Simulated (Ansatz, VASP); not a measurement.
TePb in VASP and in Ansatz

```
Te Pb
1.0
     0.00000    3.26786    3.26786
     3.26786    0.00000    3.26786
     3.26786    3.26786    0.00000
Te Pb
1 1
Direct
  0.50000 0.50000 0.50000
  0.00000 0.00000 0.00000
```

Alike in both runs: task single point; functional PBEsol; k mesh 6 × 6 × 6; occupations gaussian, width 0.5 eV; no spin polarisation.

```csv
,VASP,Ansatz
version,VASP 6.6.1,Ansatz 0.2.0
potentials or method,"VASP PAW PBE potentials, release 64 (Te, Pb_d)",plane waves
plane-wave cutoff (eV),520,420
valence electrons in the cell,20,30
```

```csv
,VASP,Ansatz,Ansatz less VASP
pressure (GPa),-1.8,-1.8,+0.04
```

VASP's potentials were made for PBE, not for PBEsol. VASP's potentials hold 20 valence electrons a cell and Ansatz's 30, so a difference there can come from the potentials and not from the codes.

Spin-orbit coupling is off throughout.
